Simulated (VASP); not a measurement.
# Ru (P2_1/m) in VASP: notebook

Ru is run at these levels: PBEsol; tasks: single point.

All numbers are computed with VASP 6.6.1; they aren't measurements. Logs are shortened: lines on timing, memory, paths and dates and some standing lists are left out, and cuts for length are marked.

## Step 1: The cell of the first run

The structure is monoclinic, space group P2_1/m (No. 11). Conventional cell: a = 2.706 Å, b = 4.282 Å, c = 2.706 Å, α = 90.00°, β = 120.00°, γ = 90.00°. Within 3.4 Å of Ru (site symmetry m) lie 12 Ru at 2.56 to 2.86 Å.

## Step 2: Single point, PBEsol (atom 1 (Ru) moved by (-0.300, +0.150) A along x and y)

The input, INCAR:

```
SYSTEM = Ru
ALGO = Fast
EDIFF = 1E-6
ENCUT = 520
GGA = PS
ISIF = 2
ISMEAR = 0
LASPH = .TRUE.
LCHARG = .FALSE.
LREAL = .FALSE.
LWAVE = .FALSE.
NBANDS = 21
NELM = 60
PREC = Accurate
SIGMA = 0.15
```

The input, KPOINTS:

```
k-points
0
G
  24 24 12
  0 0 0
```

The input, POSCAR:

```
Ru
1.0
    2.7057993342      0.0000000000      0.0000000000
   -1.3528996671      2.3432909610      0.0000000000
    0.0000000000      0.0000000000      4.2819000000
Ru
2
Direct
    0.2544666351      0.7306792039      0.2500000000
    0.6666666667      0.3333333333      0.7500000000
```

Potentials or basis: VASP PAW PBE potentials, release 64 (Ru_pv).

On the command line:

```
$ cat potpaw_PBE.64/Ru_pv/POTCAR > POTCAR
$ mpirun -np 1 vasp_std > vasp.out
```

OUTCAR:

```text
SYSTEM = Ru
   EDIFF = 1E-6
   ENCUT = 520
   GGA = PS
   ISIF = 2
   ISMEAR = 0
   LASPH = .TRUE.
   LREAL = .FALSE.
   NELM = 60
   PREC = Accurate

 ion  position               nearest neighbor table
   1  0.254  0.731  0.250-   2 2.56   2 2.56   2 2.58   2 2.58   2 2.86   2 2.86
   2  0.667  0.333  0.750-   1 2.56   1 2.56   1 2.58   1 2.58   1 2.86   1 2.86

  LATTYP: Found a hexagonal cell.
 ALAT       =     2.7057993342
 C/A-ratio  =     1.5824898565

  Lattice vectors:

 A1 = (   2.7057993342,   0.0000000000,   0.0000000000)
 A2 = (  -1.3528996671,   2.3432909610,   0.0000000000)
 A3 = (   0.0000000000,   0.0000000000,   4.2819000000)

Analysis of symmetry for initial positions (statically):
=====================================================================
 Subroutine PRICEL returns:
 Original cell was already a primitive cell.

 Routine SETGRP: Setting up the symmetry group for a
 hexagonal supercell.

 Subroutine GETGRP returns: Found  4 space group operations
 (whereof  1 operations were pure point group operations)
 out of a pool of 24 trial point group operations.

The static configuration has the point symmetry C_1 .
 The point group associated with its full space group is C_2h.

Analysis of symmetry for dynamics (positions and initial velocities):
=====================================================================
 Subroutine PRICEL returns:
 Original cell was already a primitive cell.

 Routine SETGRP: Setting up the symmetry group for a
 hexagonal supercell.

 Subroutine GETGRP returns: Found  4 space group operations
 (whereof  1 operations were pure point group operations)
 out of a pool of 24 trial point group operations.

The dynamic configuration has the point symmetry C_1 .
 The point group associated with its full space group is C_2h.

 Subroutine INISYM returns: Found  4 space group operations
 (whereof  1 operations are pure point group operations),
 and found     1 'primitive' translations

----------------------------------------------------------------------------------------

                                     Primitive cell

  volume of cell :      27.1493

  direct lattice vectors                    reciprocal lattice vectors
     2.705799334  0.000000000  0.000000000     0.369576556  0.213375124  0.000000000
    -1.352899667  2.343290961  0.000000000     0.000000000  0.426750249  0.000000000
     0.000000000  0.000000000  4.281900000     0.000000000  0.000000000  0.233541185

  length of vectors
     2.705799334  2.705799334  4.281900000     0.426750249  0.426750249  0.233541185

  position of ions in fractional coordinates (direct lattice)
     0.254466635  0.730679204  0.250000000
     0.666666667  0.333333333  0.750000000

  ion indices of the primitive-cell ions
   primitive index   ion index
                 1           1
                 2           2

----------------------------------------------------------------------------------------

 KPOINTS: k-points

Automatic generation of k-mesh.
 Grid dimensions read from file:
 generate k-points for:   24   24   12

 Generating k-lattice:

  Cartesian coordinates                     Fractional coordinates (reciprocal lattice)
     0.015399023  0.008890630  0.000000000     0.041666667  0.000000000  0.000000000
     0.000000000  0.017781260  0.000000000     0.000000000  0.041666667  0.000000000
     0.000000000  0.000000000  0.019461765     0.000000000  0.000000000  0.083333333

  Length of vectors
     0.017781260  0.017781260  0.019461765

  Shift w.r.t. Gamma in fractional coordinates (k-lattice)
     0.000000000  0.000000000  0.000000000

 Subroutine IBZKPT returns following result:
 ===========================================

 Found   2030 irreducible k-points:

 Following reciprocal coordinates:
            Coordinates               Weight
  0.000000  0.000000  0.000000      1.000000
  0.041667  0.000000  0.000000      2.000000
  0.000000  0.041667  0.000000      2.000000
 -0.041667  0.041667  0.000000      2.000000
  0.083333  0.000000  0.000000      2.000000
  0.000000  0.083333  0.000000      2.000000
[... 16 lines left out ...]
  0.333333  0.000000  0.000000      2.000000
  0.000000  0.333333  0.000000      2.000000
 [... further k-points ...]
   k-points           NKPTS =   2030   k-points in BZ     NKDIM =   2030   number of bands    NBANDS=     21
   number of dos      NEDOS =    301   number of ions     NIONS =      2
   total plane-waves  NPLWV =  12800
   dimension x,y,z NGX =    20 NGY =   20 NGZ =   32
   dimension x,y,z NGXF=    40 NGYF=   40 NGZF=   64
   ions per type =               2
   NGX,Y,Z   is equivalent  to a cutoff of  12.29, 12.29, 12.42 a.u.
   NGXF,Y,Z  is equivalent  to a cutoff of  24.58, 24.58, 24.85 a.u.
 SYSTEM =  Ru
   PREC   = accura    normal or accurate (medium, high low for compatibility)
   ISTART =      0    job   : 0-new  1-cont  2-samecut
   ICHARG =      2    charge: 1-file 2-atom 10-const
   ISPIN  =      1    spin polarized calculation?
   LNONCOLLINEAR =      F non collinear calculations
   LSORBIT =      F    spin-orbit coupling
   LASPH  =      T    aspherical Exc in radial PAW
   ENCUT  =  520.0 eV  38.22 Ry    6.18 a.u.   5.03  5.03  7.96*2*pi/ulx,y,z
   NELM   =     60;   NELMIN=  2; NELMDL= -5     # of ELM steps
   EDIFF  = 0.1E-05   stopping-criterion for ELM
   LREAL  =      F    real-space projection
   EDIFFG = 0.1E-04   stopping-criterion for IOM
   NSW    =      0    number of steps for IOM
   IBRION =     -1    ionic relax: 0-MD 1-quasi-New 2-CG
   NFREE  =      0    steps in history (QN), initial steepest desc. (CG)
   ISIF   =      2    stress and relaxation
   ISYM   =      2    0-nonsym 1-usesym 2-fastsym
   POTIM  = 0.5000    time-step for ionic-motion
   TEBEG  =    0.0;   TEEND  =   0.0 temperature during run
   PSTRESS=    0.0 pullay stress
   NELECT =      28.0000    total number of electrons
   NUPDOWN=      -1.0000    fix difference up-down
   EMIN   =  10.00;   EMAX   =-10.00  energy-range for DOS
   EFERMI =   0.00;   METHOD = LEGACY
   ISMEAR =     0;   SIGMA  =   0.15  broadening in eV -4-tet -1-fermi 0-gaus
   EFERMI_NEDOS =   21; number of points for ismear=-14 and -15
   IALGO  =     68    algorithm
   IMIX   =      4    mixing-type and parameters
     AMIX     =   0.40;   BMIX     =  1.00
     AMIX_MAG =   1.60;   BMIX_MAG =  1.00
  volume/ion in A,a.u.               =      13.57        91.61
  Fermi-wavevector in a.u.,A,eV,Ry     =   1.654022  3.125649 37.222686  2.735790
  Thomas-Fermi vector in A             =   2.742361
   LORBIT       =      0    0 simple, 1 ext, 2 COOP (PROOUT), +10 PAW based schemes
   GGA     = PS    functional components
   LHFCALC =     F    Hartree Fock is set to
   AEXX    =    0.0000 exact exchange contribution
   IVDW    =     0    specifies the selected vdW correction
   LEPSILON=     F    determine dielectric tensor
   LRPA    =     F    only Hartree local field effects (RPA)
 non-spin polarized calculation
 RMM-DIIS sequential band-by-band and
 Gauss-broadening in eV      SIGMA  =   0.15
  energy-cutoff  :      520.00
  volume of cell :       27.15
 maximum number of plane-waves:       756
   NGX =  9   NGY =  9   NGZ = 15

 number of electron      28.0000003 magnetization

 Free energy of the ion-electron system (eV)
  ---------------------------------------------------
  ext. energy  EPLUGINS =         0.00000000
  ---------------------------------------------------
  free energy    TOTEN  =       -19.93266319 eV

  energy without entropy =      -19.91093410  energy(sigma->0) =      -19.92179865

 E-fermi :  12.7842     XC(G=0): -14.2718

 val. band max:       12.7840566823   @ k =  -0.0417   0.2917   0.0000
 cond. band min:      12.7849529361   @ k =  -0.1250  -0.4583   0.4167
 fundamental gap:      0.0008962538
 Fermi energy:        12.7842158939

 k-point     1 :       0.0000    0.0000    0.0000
  band No.  band energies     occupation
      1     -30.9252      2.00000
      2     -30.0096      2.00000
      3     -29.8130      2.00000
      4     -29.8048      2.00000
      5     -29.7076      2.00000
      6     -29.6794      2.00000
[... 13 lines left out ...]
     20      23.0624      0.00000
     21      23.2120      0.00000

 k-point     2 :       0.0417    0.0000    0.0000
  band No.  band energies     occupation
      1     -30.9184      2.00000
      2     -30.0197      2.00000
      3     -29.8231      2.00000
      4     -29.8062      2.00000
      5     -29.7185      2.00000
      6     -29.6831      2.00000
[... 13 lines left out ...]
     20      23.0623      0.00000
     21      23.2015      0.00000

 k-point     3 :       0.0000    0.0417    0.0000
  band No.  band energies     occupation
      1     -30.9185      2.00000
      2     -30.0192      2.00000
      3     -29.8225      2.00000
      4     -29.8075      2.00000
      5     -29.7183      2.00000
      6     -29.6830      2.00000
[... 13 lines left out ...]
     20      23.0622      0.00000
     21      23.2017      0.00000

 k-point     4 :      -0.0417    0.0417    0.0000
  band No.  band energies     occupation
      1     -30.9210      2.00000
      2     -30.0131      2.00000
      3     -29.8354      2.00000
      4     -29.8085      2.00000
      5     -29.7102      2.00000
      6     -29.6802      2.00000
[... 13 lines left out ...]
     20      23.0624      0.00000
     21      23.2041      0.00000

 k-point     5 :       0.0833    0.0000    0.0000
  band No.  band energies     occupation
      1     -30.8983      2.00000
      2     -30.0498      2.00000
      3     -29.8456      2.00000
      4     -29.8220      2.00000
      5     -29.7453      2.00000
      6     -29.6942      2.00000
[... 13 lines left out ...]
     20      23.0621      0.00000
     21      23.1736      0.00000

 k-point     6 :       0.0000    0.0833    0.0000
  band No.  band energies     occupation
      1     -30.8986      2.00000
      2     -30.0482      2.00000
      3     -29.8446      2.00000
      4     -29.8249      2.00000
      5     -29.7449      2.00000
      6     -29.6938      2.00000
[... 13 lines left out ...]
     20      23.0622      0.00000
     21      23.1740      0.00000

 k-point     7 :      -0.0833    0.0833    0.0000
  band No.  band energies     occupation
      1     -30.9088      2.00000
      2     -30.0233      2.00000
      3     -29.8864      2.00000
      4     -29.8340      2.00000
      5     -29.7177      2.00000
      6     -29.6824      2.00000
[... 13 lines left out ...]
     20      23.0622      0.00000
     21      23.1814      0.00000
[... 291 lines left out ...]
      1     -30.6275      2.00000
      2     -30.4169      2.00000
      3     -30.2416      2.00000
      4     -30.0111      2.00000
      5     -29.8626      2.00000
      6     -29.8418      2.00000
[... 13 lines left out ...]
     20      23.0621      0.00000
     21      25.3444      0.00000

 k-point    21 :       0.0000    0.2917    0.0000
  band No.  band energies     occupation
      1     -30.6330      2.00000
      2     -30.4120      2.00000
      3     -30.2397      2.00000
      4     -30.0127      2.00000
      5     -29.8566      2.00000
      6     -29.8466      2.00000
[... 13 lines left out ...]
     20      23.0687      0.00000
     21      25.3852      0.00000

 k-point    22 :      -0.2917    0.2917    0.0000
  band No.  band energies     occupation
      1     -30.7640      2.00000
      2     -30.3755      2.00000
      3     -30.1859      2.00000
      4     -30.1362      2.00000
      5     -29.8030      2.00000
      6     -29.7134      2.00000
[... 13 lines left out ...]
     20      23.0674      0.00000
     21      25.6568      0.00000

 k-point    23 :       0.3333    0.0000    0.0000
  band No.  band energies     occupation
      1     -30.5494      2.00000
      2     -30.4973      2.00000
      3     -30.3354      2.00000
      4     -30.0406      2.00000
      5     -29.9186      2.00000
      6     -29.8578      2.00000
[... 13 lines left out ...]
     20      23.0648      0.00000
     21      24.1100      0.00000

 k-point    24 :       0.0000    0.3333    0.0000
  band No.  band energies     occupation
      1     -30.5575      2.00000
      2     -30.4930      2.00000
      3     -30.3323      2.00000
      4     -30.0421      2.00000
      5     -29.9100      2.00000
      6     -29.8632      2.00000
[... 13 lines left out ...]
     20      23.0652      0.00000
     21      24.1329      0.00000

 [... further k-points ...]

------------------------ aborting loop because EDIFF is reached ----------------------------------------

  FORCE on cell =-STRESS in cart. coord.  units (eV):
  Direction    XX          YY          ZZ          XY          YZ          ZX
  --------------------------------------------------------------------------------------
  -------------------------------------------------------------------------------------
  Total       -1.3002727     -0.3248062      0.8426284      0.9385888      0.0000000      0.0000000
  in kB      -76.7338007    -19.1679903     49.7265499     55.3895235      0.0000000      0.0000000
  external PRESSURE =     -15.3917470 kB  Pullay stress =       0.0000000 kB

 VOLUME and BASIS-vectors are now :
 -----------------------------------------------------------------------------
  energy-cutoff  :      520.00
  volume of cell :       27.15
      direct lattice vectors                 reciprocal lattice vectors
     2.705799334  0.000000000  0.000000000     0.369576556  0.213375124  0.000000000
    -1.352899667  2.343290961  0.000000000     0.000000000  0.426750249  0.000000000
     0.000000000  0.000000000  4.281900000     0.000000000  0.000000000  0.233541185

 POSITION                                       TOTAL-FORCE (eV/Angst)
 -----------------------------------------------------------------------------------
     -0.30000      1.71219      1.07048         2.088551     -1.088365      0.000000
      1.35290      0.78110      3.21143        -2.088551      1.088365     -0.000000
 -----------------------------------------------------------------------------------
    total drift:                                0.000002      0.000011     -0.000000

  FREE ENERGIE OF THE ION-ELECTRON SYSTEM (eV)
  ---------------------------------------------------
  free  energy   TOTEN  =       -19.9326631947 eV

  energy  without entropy=      -19.9109340959  energy(sigma->0) =      -19.92179865
```

Run time: 5.6 min. Hardware: 1 thread of Intel Xeon 6975P-C (Granite Rapids), shared host; peak memory 0.9 GiB.

Results:

- Free energy: -19.9327 eV
- Pressure: -1.5 GPa
- Largest force: 2.355 eV/Å
- Band gap on the k mesh: zero (band 14 reaches 14.34 eV, above the bottom of band 15 at 11.30 eV)

Forces on the atoms (eV/Å):
```
Ru   2.089 -1.088  0.000
Ru  -2.089  1.088  0.000
```

Stress tensor (GPa, compression positive):
```
-7.67  5.54  0.00
 5.54 -1.92  0.00
 0.00  0.00  4.97
```

Levels at points of the mesh, in eV from the Fermi level:
```tsv
k point	band 11	band 12	band 13	band 14	band 15	band 16	band 17	band 18
(0.00, 0.00, 0.00)	-2.32	-2.23	-1.67	-1.60	-0.22	-0.08	1.17	2.17
(0.50, 0.00, 0.00)	-2.57	-2.36	-1.99	1.10	1.32	1.87	4.53	5.45
(0.00, 0.50, 0.00)	-2.51	-2.28	-2.04	1.03	1.35	1.84	4.43	5.57
(0.50, 0.50, 0.00)	-1.40	-1.00	-0.70	1.47	1.74	2.21	2.98	6.89
(0.00, 0.00, 0.50)	-2.74	-2.74	-2.57	-2.57	0.02	0.02	0.51	0.51
(0.50, 0.00, 0.50)	-0.75	-0.75	1.16	1.16	1.62	1.62	2.74	2.74
(0.00, 0.50, 0.50)	-0.73	-0.73	1.06	1.06	1.62	1.62	2.86	2.86
(0.50, 0.50, 0.50)	-1.23	-1.23	-0.73	-0.73	1.66	1.66	4.52	4.52
```

Caveat: the cell differs from its parent crystal (atom 1 (Ru) moved by (-0.300, +0.150) A along x and y); the PAW data sets were made with another functional, which shifts forces and pressure a little.

## Step 3: Single point, PBEsol (atom 1 (Ru) moved by (-0.300, +0.300) A along x and y)

The input, INCAR:

```
SYSTEM = Ru
PREC = Accurate
ENCUT = 520
EDIFF = 1E-6
ISMEAR = 0
SIGMA = 0.15
LREAL = .FALSE.
LASPH = .TRUE.
NELM = 80
ALGO = Fast
ISIF = 2
LWAVE = .FALSE.
LCHARG = .FALSE.
GGA = PS
NBANDS = 21
```

The input, KPOINTS:

```
regular mesh
0
G
  24 24 12
  0 0 0
```

Changes to POSCAR since step 2:

```diff
@@ -8,3 +8,3 @@
 Direct
-    0.2544666351      0.7306792039      0.2500000000
+    0.2864729037      0.7946917412      0.2500000000
     0.6666666667      0.3333333333      0.7500000000
```

Potentials or basis: VASP PAW PBE potentials, release 64 (Ru_pv).

On the command line:

```
$ cat potpaw_PBE.64/Ru_pv/POTCAR > POTCAR
$ mpirun -np 1 vasp_std > vasp.out
```

It took 7.5 min on 1 thread of Intel Xeon 6975P-C (Granite Rapids), shared host; peak memory 0.9 GiB.

Results (log left out):

* Free energy: -19.7200 eV
* Pressure: 1.1 GPa
* Largest force: 2.592 eV/Å
* Band gap on the k mesh: zero (band 14 reaches 14.33 eV, above the bottom of band 15 at 11.34 eV)

Forces in eV/Å, atoms in the order of the input:
```
Ru   1.969 -1.686  0.000
Ru  -1.969  1.686  0.000
```

Stress tensor (GPa, compression positive):
```
-9.17  5.65  0.00
 5.65  1.03  0.00
 0.00  0.00 11.40
```

Levels at points of the mesh, in eV from the Fermi level:
| k point | band 11 | band 12 | band 13 | band 14 | band 15 | band 16 | band 17 | band 18 |
| --- | --- | --- | --- | --- | --- | --- | --- | --- |
| (0.00, 0.00, 0.00) | -2.45 | -2.12 | -1.76 | -1.44 | -0.39 | 0.06 | 1.14 | 2.27 |
| (0.50, 0.00, 0.00) | -2.38 | -2.21 | -2.19 | 0.48 | 1.42 | 1.75 | 4.26 | 5.67 |
| (0.00, 0.50, 0.00) | -2.67 | -2.53 | -2.01 | 0.96 | 1.28 | 1.88 | 4.82 | 5.06 |
| (0.50, 0.50, 0.00) | -1.47 | -0.83 | -0.41 | 1.39 | 1.80 | 2.14 | 2.78 | 7.02 |
| (0.00, 0.00, 0.50) | -2.76 | -2.76 | -2.46 | -2.46 | -0.08 | -0.08 | 0.40 | 0.40 |
| (0.50, 0.00, 0.50) | -0.61 | -0.61 | 1.05 | 1.05 | 1.61 | 1.61 | 3.03 | 3.03 |
| (0.00, 0.50, 0.50) | -0.70 | -0.70 | 1.47 | 1.47 | 1.65 | 1.65 | 2.40 | 2.40 |
| (0.50, 0.50, 0.50) | -1.47 | -1.47 | -0.67 | -0.67 | 1.64 | 1.64 | 4.75 | 4.75 |

Caveat: the cell differs from its parent crystal (atom 1 (Ru) moved by (-0.300, +0.300) A along x and y); the PAW data sets were made with another functional, which shifts forces and pressure a little.

## Step 4: Single point, PBEsol (atom 1 (Ru) moved by (-0.300, -0.300) A along x and y)

The input, INCAR:

```
SYSTEM = Ru
  PREC = Accurate
  ENCUT = 520
  EDIFF = 1E-7
  ISMEAR = 0
  SIGMA = 0.15
  LREAL = .False.
  LASPH = .True.
  NELM = 60
  ALGO = Fast
  ISIF = 2
  LWAVE = .False.
  LCHARG = .True.
  GGA = PS
  LELF = .True.
  LVHAR = .True.
  NBANDS = 21
```

The input, KPOINTS:

```
Automatic mesh
0
Gamma
  24 24 12
  0 0 0
```

Changes to POSCAR since step 3:

```diff
@@ -8,3 +8,3 @@
 Direct
-    0.2864729037      0.7946917412      0.2500000000
+    0.1584478292      0.5386415921      0.2500000000
     0.6666666667      0.3333333333      0.7500000000
```

On the command line:

```
$ cat potpaw_PBE.64/Ru_pv/POTCAR > POTCAR
$ mpirun -np 1 vasp_std > vasp.out
```

Run time: 9.6 min. Hardware: 1 thread of AMD EPYC 7R13 (Zen 3), shared host; peak memory 0.87 GiB.

The run converged. Its results:

```yaml
Free_energy: -19.7788 eV
Pressure: 2.5 GPa
Largest_force: 2.352 eV/Å
Band_gap_on_the_k_mesh: zero (band 14 reaches 14.39 eV, above the bottom of band 15 at 11.44 eV)
```

Forces on the atoms (eV/Å):
```
Ru   1.506  1.807  0.000
Ru  -1.506 -1.807  0.000
```

Stress tensor (GPa, compression positive):
```
 3.22  4.90  0.00
 4.90 -7.52  0.00
 0.00  0.00 11.72
```

Levels at points of the mesh, in eV from the Fermi level:
```tsv
k point	band 12	band 13	band 14	band 15	band 16	band 17
(0.00, 0.00, 0.00)	-2.28	-2.14	-1.39	-0.41	-0.02	1.15
(0.50, 0.00, 0.00)	-2.88	-1.64	1.20	1.60	1.99	4.67
(0.00, 0.50, 0.00)	-1.10	-0.84	1.29	1.48	1.70	3.16
(0.50, 0.50, 0.00)	-1.66	-1.62	0.57	1.56	1.61	3.68
(0.00, 0.00, 0.50)	-2.94	-2.37	-2.37	0.19	0.19	0.66
(0.50, 0.00, 0.50)	-1.01	1.58	1.58	1.82	1.82	2.17
(0.00, 0.50, 0.50)	-1.51	0.18	0.18	1.65	1.65	4.43
(0.50, 0.50, 0.50)	-1.00	0.68	0.68	1.64	1.64	3.81
```

Caveat: the cell differs from its parent crystal (atom 1 (Ru) moved by (-0.300, -0.300) A along x and y); the PAW data sets were made with another functional, which shifts forces and pressure a little.
